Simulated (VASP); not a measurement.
# La (P6/mmm) in VASP: further runs

The runs below take La through single point, with PBE.

Program: VASP 6.6.1. These are calculated values, not measurements. Logs are shortened: lines on timing, memory, paths and dates and some standing lists are left out, and cuts for length are marked.

### Step 1. The cell of the first run

Symmetry: P6/mmm, No. 191, hexagonal system. Conventional cell: a = 2.628 Å, b = 2.628 Å, c = 2.471 Å, α = 90.00°, β = 90.00°, γ = 120.00°. Within 3.3 Å of La (site symmetry 6/mmm) lie 8 La at 2.47 to 2.63 Å.

### Step 2. Single point, PBE (volume scaled by 0.4, source ansatz)

INCAR

```
SYSTEM = La
PREC = Accurate
ENCUT = 520
EDIFF = 1E-6
ISMEAR = -1
SIGMA = 0.08
LREAL = .False.
LASPH = .True.
NELM = 60
ALGO = Normal
ISIF = 2
LWAVE = .False.
LCHARG = .False.
GGA = PE
NBANDS = 12
```

KPOINTS

```
Automatic mesh
0
Gamma
  12 12 11
  0 0 0
```

POSCAR

```
La
1.0
    2.6281862592      0.0000000000      0.0000000000
   -1.3140931296      2.2760760664      0.0000000000
    0.0000000000      0.0000000000      2.4706029418
La
1
Direct
    0.0000000000      0.0000000000      0.0000000000
```

Potentials or basis: VASP PAW PBE potentials, release 64 (La).

Command:

```bash
cat potpaw_PBE.64/La/POTCAR > POTCAR
mpirun -np 1 vasp_std > vasp.out
```

OUTCAR:

```text
SYSTEM = La
   PREC = Accurate
   ENCUT = 520
   EDIFF = 1E-6
   ISMEAR = -1
   LREAL = .False.
   LASPH = .True.
   NELM = 60
   ISIF = 2
   GGA = PE

 ion  position               nearest neighbor table
   1  0.000  0.000  0.000-

  LATTYP: Found a hexagonal cell.
 ALAT       =     2.6281862592
 C/A-ratio  =     0.9400410390

  Lattice vectors:

 A1 = (   2.6281862592,   0.0000000000,   0.0000000000)
 A2 = (  -1.3140931296,   2.2760760664,   0.0000000000)
 A3 = (   0.0000000000,   0.0000000000,   2.4706029418)

Analysis of symmetry for initial positions (statically):
=====================================================================
 Subroutine PRICEL returns:
 Original cell was already a primitive cell.

 Routine SETGRP: Setting up the symmetry group for a
 hexagonal supercell.

 Subroutine GETGRP returns: Found 24 space group operations
 (whereof 24 operations were pure point group operations)
 out of a pool of 24 trial point group operations.

The static configuration has the point symmetry D_6h.

Analysis of symmetry for dynamics (positions and initial velocities):
=====================================================================
 Subroutine PRICEL returns:
 Original cell was already a primitive cell.

 Routine SETGRP: Setting up the symmetry group for a
 hexagonal supercell.

 Subroutine GETGRP returns: Found 24 space group operations
 (whereof 24 operations were pure point group operations)
 out of a pool of 24 trial point group operations.

The dynamic configuration has the point symmetry D_6h.

 Subroutine INISYM returns: Found 24 space group operations
 (whereof 24 operations are pure point group operations),
 and found     1 'primitive' translations

----------------------------------------------------------------------------------------

                                     Primitive cell

  volume of cell :      14.7790

  direct lattice vectors                    reciprocal lattice vectors
     2.628186259  0.000000000  0.000000000     0.380490537  0.219676314  0.000000000
    -1.314093130  2.276076066  0.000000000     0.000000000  0.439352627  0.000000000
     0.000000000  0.000000000  2.470602942     0.000000000  0.000000000  0.404759495

  length of vectors
     2.628186259  2.628186259  2.470602942     0.439352627  0.439352627  0.404759495

  position of ions in fractional coordinates (direct lattice)
     0.000000000  0.000000000  0.000000000

  ion indices of the primitive-cell ions
   primitive index   ion index
                 1           1

----------------------------------------------------------------------------------------

 KPOINTS: Automatic mesh

Automatic generation of k-mesh.
 Grid dimensions read from file:
 generate k-points for:   12   12   11

 Generating k-lattice:

  Cartesian coordinates                     Fractional coordinates (reciprocal lattice)
     0.031707545  0.018306359  0.000000000     0.083333333  0.000000000  0.000000000
     0.000000000  0.036612719  0.000000000     0.000000000  0.083333333  0.000000000
     0.000000000  0.000000000  0.036796318     0.000000000  0.000000000  0.090909091

  Length of vectors
     0.036612719  0.036612719  0.036796318

  Shift w.r.t. Gamma in fractional coordinates (k-lattice)
     0.000000000  0.000000000  0.000000000

 Subroutine IBZKPT returns following result:
 ===========================================

 Found    114 irreducible k-points:

 Following reciprocal coordinates:
            Coordinates               Weight
  0.000000  0.000000  0.000000      1.000000
  0.083333  0.000000  0.000000      6.000000
  0.166667  0.000000  0.000000      6.000000
  0.250000 -0.000000  0.000000      6.000000
  0.333333  0.000000  0.000000      6.000000
  0.416667  0.000000  0.000000      6.000000
[... 16 lines left out ...]
  0.250000 -0.000000  0.090909     12.000000
  0.333333  0.000000  0.090909     12.000000
 [... further k-points ...]
   k-points           NKPTS =    114   k-points in BZ     NKDIM =    114   number of bands    NBANDS=     12
   number of dos      NEDOS =    301   number of ions     NIONS =      1
   total plane-waves  NPLWV =   7200
   dimension x,y,z NGX =    20 NGY =   20 NGZ =   18
   dimension x,y,z NGXF=    40 NGYF=   40 NGZF=   36
   ions per type =               1
   NGX,Y,Z   is equivalent  to a cutoff of  12.65, 12.65, 12.11 a.u.
   NGXF,Y,Z  is equivalent  to a cutoff of  25.30, 25.30, 24.22 a.u.
 SYSTEM =  La
   PREC   = accura    normal or accurate (medium, high low for compatibility)
   ISTART =      0    job   : 0-new  1-cont  2-samecut
   ICHARG =      2    charge: 1-file 2-atom 10-const
   ISPIN  =      1    spin polarized calculation?
   LNONCOLLINEAR =      F non collinear calculations
   LSORBIT =      F    spin-orbit coupling
   LASPH  =      T    aspherical Exc in radial PAW
   ENCUT  =  520.0 eV  38.22 Ry    6.18 a.u.   4.89  4.89  4.59*2*pi/ulx,y,z
   NELM   =     60;   NELMIN=  2; NELMDL= -5     # of ELM steps
   EDIFF  = 0.1E-05   stopping-criterion for ELM
   LREAL  =      F    real-space projection
   EDIFFG = 0.1E-04   stopping-criterion for IOM
   NSW    =      0    number of steps for IOM
   IBRION =     -1    ionic relax: 0-MD 1-quasi-New 2-CG
   NFREE  =      0    steps in history (QN), initial steepest desc. (CG)
   ISIF   =      2    stress and relaxation
   ISYM   =      2    0-nonsym 1-usesym 2-fastsym
   POTIM  = 0.5000    time-step for ionic-motion
   TEBEG  =    0.0;   TEEND  =   0.0 temperature during run
   PSTRESS=    0.0 pullay stress
   NELECT =      11.0000    total number of electrons
   NUPDOWN=      -1.0000    fix difference up-down
   EMIN   =  10.00;   EMAX   =-10.00  energy-range for DOS
   EFERMI =   0.00;   METHOD = LEGACY
   ISMEAR =    -1;   SIGMA  =   0.08  broadening in eV -4-tet -1-fermi 0-gaus
   EFERMI_NEDOS =   21; number of points for ismear=-14 and -15
   IALGO  =     38    algorithm
   IMIX   =      4    mixing-type and parameters
     AMIX     =   0.40;   BMIX     =  1.00
     AMIX_MAG =   1.60;   BMIX_MAG =  1.00
  volume/ion in A,a.u.               =      14.78        99.73
  Fermi-wavevector in a.u.,A,eV,Ry     =   1.483624  2.803642 29.948319  2.201139
  Thomas-Fermi vector in A             =   2.597262
   LORBIT       =      0    0 simple, 1 ext, 2 COOP (PROOUT), +10 PAW based schemes
   GGA     = PE    functional components
   LHFCALC =     F    Hartree Fock is set to
   AEXX    =    0.0000 exact exchange contribution
   IVDW    =     0    specifies the selected vdW correction
   LEPSILON=     F    determine dielectric tensor
   LRPA    =     F    only Hartree local field effects (RPA)
 non-spin polarized calculation
  energy-cutoff  :      520.00
  volume of cell :       14.78
 maximum number of plane-waves:       410
 NGX is ok and might be reduce to    20

 number of electron      11.0000000 magnetization

 Free energy of the ion-electron system (eV)
  ---------------------------------------------------
  ext. energy  EPLUGINS =         0.00000000
  ---------------------------------------------------
  free energy    TOTEN  =        -0.16939061 eV

  energy without entropy =       -0.15171315  energy(sigma->0) =       -0.16055188

 E-fermi :  20.8454     XC(G=0): -13.9510

 val. band max:       20.8152493571   @ k =   0.1667   0.0000   0.3636
 cond. band min:      20.8535656869   @ k =   0.1667   0.1667   0.0909
 fundamental gap:      0.0383163298
 Fermi energy:        20.8454440300

 k-point     1 :       0.0000    0.0000    0.0000
  band No.  band energies     occupation
      1     -15.0100      2.00000
      2       9.0341      2.00000
      3       9.7216      2.00000
      4       9.7216      2.00000
      5      17.7258      2.00000
      6      21.1773      0.03108
      7      23.2340      0.00000
      8      23.2340      0.00000
      9      23.2399      0.00000
     10      25.5573      0.00000
     11      25.5573      0.00000
     12      25.8078      0.00000

 k-point     2 :       0.0833    0.0000    0.0000
  band No.  band energies     occupation
      1     -14.8511      2.00000
      2       8.5957      2.00000
      3       9.1678      2.00000
      4       9.4366      2.00000
      5      18.0958      2.00000
      6      20.3671      1.99495
      7      23.5125      0.00000
      8      23.6495      0.00000
      9      24.4625      0.00000
     10      25.5904      0.00000
     11      25.6105      0.00000
     12      25.7605      0.00000

 k-point     3 :       0.1667    0.0000    0.0000
  band No.  band energies     occupation
      1     -14.3858      2.00000
      2       6.1248      2.00000
      3       8.7352      2.00000
      4       9.5502      2.00000
      5      18.3742      2.00000
      6      19.6380      2.00000
      7      23.9732      0.00000
      8      24.4725      0.00000
      9      25.3431      0.00000
     10      25.6331      0.00000
     11      25.7158      0.00000
     12      26.0628      0.00000
[... 286 lines left out ...]
 k-point    23 :       0.2500   -0.0000    0.0909
  band No.  band energies     occupation
      1     -13.4979      2.00000
      2       3.5025      2.00000
      3       8.0401      2.00000
      4       8.7244      2.00000
      5      18.0058      2.00000
      6      21.0627      0.12409
      7      24.2193      0.00000
      8      24.2785      0.00000
      9      25.2046      0.00000
     10      25.7627      0.00000
     11      25.8586      0.00000
     12      26.3561      0.00000

 k-point    24 :       0.3333    0.0000    0.0909
  band No.  band energies     occupation
      1     -12.6021      2.00000
      2       1.0016      2.00000
      3       7.3225      2.00000
      4       9.4007      2.00000
      5      17.2839      2.00000
      6      21.3294      0.00471
      7      24.1259      0.00000
      8      24.1783      0.00000
      9      25.1729      0.00000
     10      25.9668      0.00000
     11      26.1210      0.00000
     12      26.6082      0.00000

 [... further k-points ...]

------------------------ aborting loop because EDIFF is reached ----------------------------------------

  FORCE on cell =-STRESS in cart. coord.  units (eV):
  Direction    XX          YY          ZZ          XY          YZ          ZX
  --------------------------------------------------------------------------------------
  -------------------------------------------------------------------------------------
  Total       15.5065511     15.5065511     15.4750088      0.0000000      0.0000000      0.0000000
  in kB     1681.0472868   1681.0472869   1677.6278258      0.0000000      0.0000000      0.0000000
  external PRESSURE =    1679.9074665 kB  Pullay stress =       0.0000000 kB

 VOLUME and BASIS-vectors are now :
 -----------------------------------------------------------------------------
  energy-cutoff  :      520.00
  volume of cell :       14.78
      direct lattice vectors                 reciprocal lattice vectors
     2.628186259  0.000000000  0.000000000     0.380490537  0.219676314  0.000000000
    -1.314093130  2.276076066  0.000000000     0.000000000  0.439352627  0.000000000
     0.000000000  0.000000000  2.470602942     0.000000000  0.000000000  0.404759495

 POSITION                                       TOTAL-FORCE (eV/Angst)
 -----------------------------------------------------------------------------------
      0.00000      0.00000      0.00000         0.000000      0.000000      0.000000
 -----------------------------------------------------------------------------------
    total drift:                               -0.000000     -0.000000      0.000000

  FREE ENERGIE OF THE ION-ELECTRON SYSTEM (eV)
  ---------------------------------------------------
  free  energy   TOTEN  =        -0.1693906080 eV

  energy  without entropy=       -0.1517131550  energy(sigma->0) =       -0.16055188
```

It took 15 s on 1 thread of Intel Xeon Platinum 8375C at 2.90GHz (Ice Lake), shared host; peak memory 0.15 GiB.

Results:

| Quantity | Value |
| --- | --- |
| Free energy | -0.1694 eV |
| Pressure | 168.0 GPa |

Levels at points of the mesh, in eV from the Fermi level:
| k point | band 3 | band 4 | band 5 | band 6 | band 7 | band 8 | band 9 | band 10 |
| --- | --- | --- | --- | --- | --- | --- | --- | --- |
| (0.00, 0.00, 0.00) | -11.12 | -11.12 | -3.12 | 0.33 | 2.39 | 2.39 | 2.39 | 4.71 |
| (0.50, 0.00, 0.00) | -14.29 | -9.34 | -4.36 | 1.03 | 2.95 | 3.20 | 4.41 | 5.28 |

Caveat: the cell differs from its parent crystal (volume scaled by 0.4, source ansatz); spin-orbit coupling is left out, which moves the levels of the heavy elements.

### Step 3. Single point, PBE

This run uses another cell than the first one, of 18.47 Å³/atom, 1.250 times its volume.

INCAR

```
  ALGO = Normal
  EDIFF = 1E-6
  ENCUT = 520
  GGA = PE
  ISIF = 2
  ISMEAR = -1
  LASPH = True
  LCHARG = True
  LELF = True
  LREAL = False
  LVHAR = True
  LWAVE = False
  NBANDS = 12
  NELM = 100
  PREC = Accurate
  SIGMA = 0.08
```

KPOINTS

```
k-points
0
Gamma
  12 12 11
```

POSCAR

```
La
1.0
    2.8316619256      0.0000000000      0.0000000000
   -1.4158309628      2.4522911625      0.0000000000
    0.0000000000      0.0000000000      2.6603724714
La
1
Direct
    0.0000000000      0.0000000000      0.0000000000
```

Potentials or basis: VASP PAW PBE potentials, release 64 (La).

Command:

```bash
cat potpaw_PBE.64/La/POTCAR > POTCAR
mpirun -np 1 vasp_std > vasp.out
```

Run time: 14 s. Hardware: 1 thread of Intel Xeon Platinum 8375C at 2.90GHz (Ice Lake), shared host; peak memory 0.16 GiB.

Results (log left out):

```yaml
Free_energy: -2.6843 eV
Pressure: 66.4 GPa
```

Stress tensor (GPa, compression positive):
```
66.33  0.00  0.00
 0.00 66.33  0.00
 0.00  0.00 66.59
```

Levels at points of the mesh, in eV from the Fermi level:
| k point | band 2 | band 3 | band 4 | band 5 | band 6 | band 7 | band 8 | band 9 | band 10 | band 11 |
| --- | --- | --- | --- | --- | --- | --- | --- | --- | --- | --- |
| (0.00, 0.00, 0.00) | -13.00 | -12.75 | -12.75 | -2.59 | -0.12 | 0.96 | 2.09 | 2.09 | 3.80 | 3.80 |
| (0.50, 0.00, 0.00) | -20.47 | -14.76 | -11.60 | -3.61 | 1.37 | 1.42 | 2.91 | 3.70 | 4.09 | 4.47 |

Caveat: spin-orbit coupling is left out, which moves the levels of the heavy elements.

### Step 4. Single point, PBE

INCAR

```
SYSTEM = La
PREC = Accurate
ENCUT = 520
EDIFF = 1E-7
ISMEAR = -1
SIGMA = 0.08
LREAL = .False.
LASPH = .True.
NELM = 100
ALGO = Normal
ISIF = 2
LWAVE = .False.
LCHARG = .False.
GGA = PE
NBANDS = 12
```

KPOINTS

```
Automatic mesh
0
Gamma
  12 12 11
  0 0 0
```

POSCAR is that of step 3.

Command:

```bash
cat potpaw_PBE.64/La/POTCAR > POTCAR
mpirun -np 1 vasp_std > vasp.out
```

Run time: 16 s. Hardware: 1 thread of Intel Xeon Platinum 8375C at 2.90GHz (Ice Lake), shared host; peak memory 0.16 GiB.

Results (log left out):

* Free energy: -2.6843 eV
* Pressure: 66.4 GPa

Stress tensor (GPa, compression positive):
```
66.34  0.00  0.00
 0.00 66.34  0.00
 0.00  0.00 66.60
```

Levels at points of the mesh, in eV from the Fermi level:
```csv
k point,band 3,band 4,band 5,band 6,band 7,band 8,band 9,band 10
"(0.00, 0.00, 0.00)",-12.75,-12.75,-2.59,-0.12,0.96,2.09,2.09,3.80
"(0.50, 0.00, 0.00)",-14.76,-11.60,-3.61,1.37,1.42,2.91,3.70,4.09
```

Caveat: spin-orbit coupling is left out, which moves the levels of the heavy elements.

### Step 5. Single point, PBE

This run uses another cell than the first one, of 22.17 Å³/atom, 1.500 times its volume.

INCAR, as its differences from that of step 4:

```diff
@@ -3,3 +3,3 @@
 ENCUT = 520
-EDIFF = 1E-7
+EDIFF = 1E-6
 ISMEAR = -1
@@ -8,3 +8,3 @@
 LASPH = .True.
-NELM = 100
+NELM = 80
 ALGO = Normal
```

KPOINTS

```
regular mesh
0
Gamma
  12 12 11
  0 0 0
```

POSCAR

```
La
1.0
    3.0109537049      0.0000000000      0.0000000000
   -1.5054768525      2.6075623980      0.0000000000
    0.0000000000      0.0000000000      2.8235685631
La
1
Direct
    0.0000000000      0.0000000000      0.0000000000
```

Command:

```bash
cat potpaw_PBE.64/La/POTCAR > POTCAR
mpirun -np 1 vasp_std > vasp.out
```

Wall time 19 s (1 thread of Intel Xeon Platinum 8375C at 2.90GHz (Ice Lake), shared host); peak memory 0.17 GiB.

The run converged. Its results:

| Item | Value |
| --- | --- |
| Free energy | -3.7252 eV |
| Pressure | 30.1 GPa |

Stress tensor (GPa, compression positive):
```
30.21  0.00  0.00
 0.00 30.21  0.00
 0.00  0.00 29.77
```

Levels at points of the mesh, in eV from the Fermi level:
| k point | band 4 | band 5 | band 6 | band 7 | band 8 | band 9 |
| --- | --- | --- | --- | --- | --- | --- |
| (0.00, 0.00, 0.00) | -13.78 | -2.07 | -1.43 | 1.30 | 1.96 | 1.96 |
| (0.50, 0.00, 0.00) | -12.95 | -2.98 | 0.74 | 1.56 | 2.69 | 3.27 |

Caveat: spin-orbit coupling is left out, which moves the levels of the heavy elements.

[end of part 1 of 2]
